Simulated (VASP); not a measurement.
# MgB2 (P6/mmm) in VASP: a series of runs, part 2 of 2

VASP 6.6.1.

## 3. Single point, PBE

This run uses another cell than the first one, of 9.54 Å³/atom, 0.992 times its volume.

Input file INCAR:

```
SYSTEM = MgB2
PREC     = Accurate       ! precision mode
ENCUT    = 520            ! plane-wave cutoff, eV
EDIFF    = 1E-6           ! SCF threshold, eV
ISMEAR   = -1             ! smearing method
SIGMA    = 0.02           ! smearing width, eV
LREAL    = .False.        ! projectors in reciprocal space
LASPH    = .True.         ! aspherical terms in the spheres
NELM     = 80             ! most SCF steps
ALGO     = Normal         ! electronic algorithm
ISIF     = 2              ! what is computed and relaxed
LWAVE    = .False.        ! write WAVECAR
LCHARG   = .True.         ! write CHGCAR
GGA      = PE             ! functional
LELF     = .True.         ! ELF
LVHAR    = .True.       
NBANDS   = 11             ! bands
```

Input file KPOINTS:

```
Automatic mesh
0
Gamma
  12 12 8
  0 0 0
```

Input file POSCAR:

```
MgB2
1.0
    3.0714077020      0.0000000000      0.0000000000
   -1.5357038510      2.6599170954      0.0000000000
    0.0000000000      0.0000000000      3.5014572137
Mg B
1 2
Direct
    0.0000000000      0.0000000000      0.0000000000
    0.3333333333      0.6666666667      0.5000000000
    0.6666666667      0.3333333333      0.5000000000
```

Potentials or basis: VASP PAW PBE potentials, release 64 (Mg, B).

Started as:

```
$ cat potpaw_PBE.64/Mg/POTCAR potpaw_PBE.64/B/POTCAR > POTCAR
$ mpirun -np 1 vasp_std > vasp.out
```

Run time: 9.4 s. Hardware: 1 thread of Intel Xeon 6975P-C (Granite Rapids), shared host; peak memory 0.16 GiB.

The run converged. Its results:

* Free energy: -15.3212 eV
* Pressure: 1.0 GPa
* Band gap on the k mesh: zero (band 4 reaches 7.18 eV, above the bottom of band 5 at 3.33 eV)

Stress tensor (GPa, compression positive):
```
1.24 0.00 0.00
0.00 1.24 0.00
0.00 0.00 0.38
```

Levels at points of the mesh, in eV from the Fermi level:
| k point | band 1 | band 2 | band 3 | band 4 | band 5 | band 6 | band 7 | band 8 |
| --- | --- | --- | --- | --- | --- | --- | --- | --- |
| (0.00, 0.00, 0.00) | -12.54 | -2.98 | 0.32 | 0.32 | 1.69 | 6.31 | 6.31 | 8.17 |
| (0.50, 0.00, 0.00) | -8.62 | -7.92 | -2.23 | 0.18 | 3.08 | 3.86 | 5.39 | 7.21 |
| (0.00, 0.00, 0.50) | -11.24 | -7.52 | 0.71 | 0.71 | 6.64 | 6.64 | 7.98 | 10.00 |
| (0.50, 0.00, 0.50) | -7.63 | -7.00 | -3.63 | -1.94 | -1.34 | 5.75 | 8.85 | 8.95 |

## 4. Single point, r2SCAN

This run uses another cell than the first one, of 9.54 Å³/atom, 0.992 times its volume.

POSCAR is that of step 3.

Input file INCAR.step1:

```
SYSTEM = MgB2
PREC = Accurate
ENCUT = 520
ISMEAR = -1
SIGMA = 0.02
LREAL = .FALSE.
LASPH = .TRUE.
NELM = 100
NBANDS = 11
GGA = PE
ALGO = Normal
EDIFF = 1E-4
LWAVE = .TRUE.
LCHARG = .FALSE.
```

Input file INCAR.step2:

```
SYSTEM = MgB2
PREC = Accurate
ENCUT = 520
EDIFF = 1E-6
ISMEAR = -1
SIGMA = 0.02
LREAL = .FALSE.
LASPH = .TRUE.
NELM = 100
ALGO = Normal
ISIF = 2
LWAVE = .FALSE.
LCHARG = .FALSE.
METAGGA = R2SCAN
LMIXTAU = .TRUE.
NBANDS = 11
ISTART = 1
```

Input file KPOINTS:

```
Automatic mesh
0
G
  12 12 6
  0 0 0
```

Potentials or basis: VASP PAW PBE potentials, release 64 (Mg, B).

Started as:

```
$ cat potpaw_PBE.64/Mg/POTCAR potpaw_PBE.64/B/POTCAR > POTCAR
$ cp INCAR.step1 INCAR
$ mpirun -np 1 vasp_std > vasp.out
$ cp INCAR.step2 INCAR
$ mpirun -np 1 vasp_std > vasp.out
```

OUTCAR:

```text
SYSTEM = MgB2
   PREC = Accurate
   ENCUT = 520
   EDIFF = 1E-6
   ISMEAR = -1
   LREAL = .FALSE.
   LASPH = .TRUE.
   NELM = 100
   ISIF = 2
   METAGGA = R2SCAN
   ISTART = 1

 ion  position               nearest neighbor table
   1  0.000  0.000  0.000-   2 2.49   3 2.49   2 2.49   3 2.49   3 2.49   3 2.49   2 2.49   2 2.49
                             3 2.49   3 2.49   2 2.49   2 2.49
   2  0.333  0.667  0.500-   3 1.77   3 1.77   3 1.77   1 2.49   1 2.49   1 2.49   1 2.49   1 2.49
                             1 2.49
   3  0.667  0.333  0.500-   2 1.77   2 1.77   2 1.77   1 2.49   1 2.49   1 2.49   1 2.49   1 2.49
[... 530 lines left out ...]

 [... further k-points ...]
[... 5 lines left out ...]
  --------------------------------------------------------------------------------------
  -------------------------------------------------------------------------------------
  Total       -0.0600229     -0.0600229     -0.1122359     -0.0000000     -0.0000000     -0.0000000
  in kB       -3.3618095     -3.3618095     -6.2861950     -0.0000000     -0.0000000     -0.0000000
  external PRESSURE =      -4.3366047 kB  Pullay stress =       0.0000000 kB

 VOLUME and BASIS-vectors are now :
 -----------------------------------------------------------------------------
  energy-cutoff  :      520.00
  volume of cell :       28.61
      direct lattice vectors                 reciprocal lattice vectors
     3.071407702  0.000000000  0.000000000     0.325583608  0.187975783  0.000000000
    -1.535703851  2.659917095  0.000000000     0.000000000  0.375951567  0.000000000
     0.000000000  0.000000000  3.501457214     0.000000000  0.000000000  0.285595379

 POSITION                                       TOTAL-FORCE (eV/Angst)
 -----------------------------------------------------------------------------------
      0.00000      0.00000      0.00000        -0.000000      0.000000      0.000000
     -0.00000      1.77328      1.75073         0.000000      0.000000     -0.000000
      1.53570      0.88664      1.75073        -0.000000      0.000000      0.000000
 -----------------------------------------------------------------------------------
    total drift:                                0.000000     -0.000000      0.000000

  FREE ENERGIE OF THE ION-ELECTRON SYSTEM (eV)
  ---------------------------------------------------
  free  energy   TOTEN  =       -19.4074634291 eV

  energy  without entropy=      -19.4070970378  energy(sigma->0) =      -19.40728023
```

OSZICAR.step1:

```text
N       E                     dE             d eps       ncg     rms          rms(c)
DAV:   1     0.310832298782E+01    0.31083E+01   -0.38404E+03  1840   0.612E+02
DAV:   2    -0.165466435163E+02   -0.19655E+02   -0.18585E+02  2096   0.108E+02
DAV:   3    -0.170174109755E+02   -0.47077E+00   -0.46814E+00  2145   0.135E+01
DAV:   4    -0.170186433114E+02   -0.12323E-02   -0.12322E-02  1948   0.755E-01
DAV:   5    -0.170186484721E+02   -0.51606E-05   -0.51608E-05  2090   0.504E-02    0.529E+00
DAV:   6    -0.155681126199E+02    0.14505E+01   -0.17987E+00  1878   0.625E+00    0.250E+00
DAV:   7    -0.153332124471E+02    0.23490E+00   -0.90963E-01  1936   0.443E+00    0.767E-01
DAV:   8    -0.153370104475E+02   -0.37980E-02   -0.95190E-02  1849   0.170E+00    0.329E-01
DAV:   9    -0.153287040741E+02    0.83064E-02   -0.19459E-02  1834   0.644E-01    0.721E-02
DAV:  10    -0.153285054116E+02    0.19866E-03   -0.13895E-03  2055   0.203E-01    0.201E-02
DAV:  11    -0.153285066431E+02   -0.12315E-05   -0.35301E-05   982   0.422E-02
   1 F= -.15328507E+02 E0= -.15328328E+02  d E =-.358142E-03
```

Wall time 28 s (1 thread of Intel Xeon 6975P-C (Granite Rapids), shared host); peak memory 0.16 GiB.

Results:

```yaml
Free_energy: -19.4075 eV
Pressure: -0.4 GPa
Band_gap_on_the_k_mesh: zero (band 4 reaches 7.29 eV, above the bottom of band 5 at 3.25 eV)
```

Levels at points of the mesh, in eV from the Fermi level:
| k point | band 1 | band 2 | band 3 | band 4 | band 5 | band 6 | band 7 | band 8 |
| --- | --- | --- | --- | --- | --- | --- | --- | --- |
| (0.00, 0.00, 0.00) | -13.23 | -3.05 | 0.45 | 0.45 | 2.12 | 6.74 | 6.74 | 8.69 |
| (0.50, 0.00, 0.00) | -9.16 | -8.27 | -2.28 | 0.30 | 3.42 | 4.23 | 5.95 | 8.12 |
| (0.00, 0.00, 0.50) | -11.93 | -7.72 | 0.86 | 0.86 | 7.05 | 7.05 | 8.73 | 10.65 |
| (0.50, 0.00, 0.50) | -8.14 | -7.35 | -3.70 | -1.97 | -1.15 | 6.19 | 9.69 | 9.89 |

Caveat: the PAW data sets were made with another functional, which shifts forces and pressure a little.

## 5. The runs side by side

```tsv
level	cell	k mesh	gap on the mesh (eV)	pressure (GPa)
PBE	a = 3.077, b = 3.077, c = 3.516 Å, angles 90.0, 90.0, 120.0°, 3 atoms	12 × 12 × 6	none	-0.2
PBE	a = 3.071, b = 3.071, c = 3.501 Å, angles 90.0, 90.0, 120.0°, 3 atoms	12 × 12 × 8	none	1.0
r2SCAN	a = 3.071, b = 3.071, c = 3.501 Å, angles 90.0, 90.0, 120.0°, 3 atoms	12 × 12 × 6	none	-0.4
```

Alike in all rows: task single point; potentials or basis VASP PAW PBE potentials, release 64 (Mg, B); no spin polarisation; cutoff (eV) 520; smearing fermi-dirac 0.02 eV.

Caveats: the PAW data sets were made with another functional, which shifts forces and pressure a little (some runs).

Absolute energies hang on the potentials; compare differences alone.
